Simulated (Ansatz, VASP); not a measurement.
## AlNi: VASP beside Ansatz

Contents of INCAR:

```
SYSTEM = AlNi
ALGO = Normal
EDIFF = 1E-7
ENCUT = 520
GGA = PE
ISIF = 2
ISMEAR = -1
ISPIN = 2
LASPH = .TRUE.
LCHARG = .FALSE.
LMAXMIX = 4
LORBIT = 11
LREAL = .FALSE.
LWAVE = .FALSE.
MAGMOM = 1 0
NBANDS = 18
NELM = 150
PREC = Accurate
SIGMA = 0.05
```

Contents of KPOINTS:

```
k-points
0
G
  10 10 9
  0 0 0
```

Contents of POSCAR:

```
AlNi
1.0
    1.9767172612     -1.9914977216      0.0000000000
    1.9767172612      1.9914977216      0.0000000000
    0.0000000000      0.0000000000      3.1602186123
Ni Al
1 1
Direct
    0.5000000000      0.5000000000      0.5000000000
    0.0000000000      0.0000000000      0.0000000000
```

The input input.yaml:

```yaml
crystal:
  lattice:
    - [1.9767172612, -1.9914977216, 0.0]
    - [1.9767172612, 1.9914977216, 0.0]
    - [0.0, 0.0, 3.1602186123]
  atoms:
    - { symbol: Ni, position: [0.5, 0.5, 0.5], spin: 1.0 }
    - { symbol: Al, position: [0.0, 0.0, 0.0] }
hamiltonian:
  xc: pbe
  pseudopotentials: { kind: paw }
magnetization:
  spin_polarized: true
kpoints:
  mp_grid: { grid: [10, 10, 9] }
scf:
  occupations: { method: fermi_dirac, width: 0.05 }
output:
  forces: true
  stress: true
  eigenvalues: true
```

Alike in both runs: task single point; functional PBE; k mesh 10 × 10 × 9; occupations fermi-dirac, width 0.05 eV; collinear spin.

```csv
,VASP,Ansatz
version,VASP 6.6.1,Ansatz 0.2.0
potentials or method,"VASP PAW PBE potentials, release 64 (Ni, Al)",Ansatz PAW
plane-wave cutoff (eV),520,420
valence electrons in the cell,13,21
```

Ansatz gave:

- gap on the k mesh at the Fermi level (eV): none
- pressure (GPa): -3.5
- traceless stress, the component that is largest in VASP (GPa): -3.97
- net moment per atom (μB): 0.00

Task: Which values does VASP return?

Result: gap on the k mesh at the Fermi level (eV): none; pressure (GPa): -3.5; traceless stress, the component that is largest in VASP (GPa): -4.09; net moment per atom (μB): 0.00.

A gap of «none» marks a metal or a gap that the smearing closes. VASP's potentials hold 13 valence electrons a cell and Ansatz's 21, so a difference there can come from the potentials and not from the codes.
